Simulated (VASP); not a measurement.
## Cu: single point with PBEsol

Cu:

```
CELL_PARAMETERS angstrom
2.35962 0.00000 0.00000
0.00000 2.35962 0.00000
0.00000 0.00000 2.35962
ATOMIC_POSITIONS crystal
Cu 0.00000 0.00000 0.00000
```

```
Program                : VASP 6.6.1
Task                   : single point
Functional             : PBEsol
Potentials or basis    : VASP PAW PBE potentials, release 64 (Cu)
Cutoff                 : 520 eV
k mesh                 : 18 × 18 × 18
Occupations            : fermi-dirac, width 0.08 eV
Spin                   : no spin polarisation
Dipole correction      : no
Further INCAR settings : ALGO = Normal; EDIFF = 1e-06; NBANDS = 12
```

```
Pressure : 0.5 GPa
```

Levels at points of the mesh, in eV from the Fermi level:
```csv
k point,band 3,band 4,band 5,band 6,band 7,band 8
"(0.00, 0.00, 0.00)",-4.00,-1.28,-1.28,-1.28,18.17,18.17
"(0.50, 0.00, 0.00)",-2.12,-2.12,-1.49,-1.20,2.21,23.90
"(0.50, 0.50, 0.00)",-1.95,-1.95,-0.70,4.37,4.37,9.28
"(0.50, 0.50, 0.50)",-3.65,-0.66,-0.66,10.42,10.42,10.42
```

It took 33 s on 1 thread of Intel Xeon 8259CL, with other jobs on the host, peak memory 0.14 GiB.

Caveat: the PAW data sets were made with another functional, which shifts forces and pressure a little.
